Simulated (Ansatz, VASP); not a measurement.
## W2Cl in VASP and in Ansatz

```
CELL_PARAMETERS angstrom
4.65064 0.00000 0.00000
-2.32532 4.02757 0.00000
0.00000 0.00000 2.79505
ATOMIC_POSITIONS crystal
W 0.33333 0.66667 0.50000
W 0.66667 0.33333 0.50000
Cl 0.00000 0.00000 0.00000
```

Change from the starting cell: species swapped into the YB2 type (P6/mmm, No. 191).

Alike in both runs: functional PBE; k mesh 12 × 12 × 16; occupations gaussian, width 0.1 eV; no spin polarisation.

Ansatz relaxed the structure, and its values are those at the end. VASP's run is a single point on that final structure, the one shown.

|  | VASP | Ansatz |
| --- | --- | --- |
| version | VASP 6.6.1 | Ansatz 0.2.0 |
| potentials or method | VASP PAW PBE potentials, release 64 (W_sv, Cl), cutoff 520 eV | scalar-relativistic, plane waves, PAW |
| valence electrons in the cell | 35 | 35 |

```tsv
	VASP	Ansatz	Ansatz less VASP
gap on the k mesh at the Fermi level (eV)	none	none	-
pressure (GPa)	0.2	0.0	-0.23
```

A gap of «none» marks a metal or a gap that the smearing closes. With one functional, cell and mesh, what is left measures potentials, basis and numerics.

Neither program's run includes spin-orbit coupling.
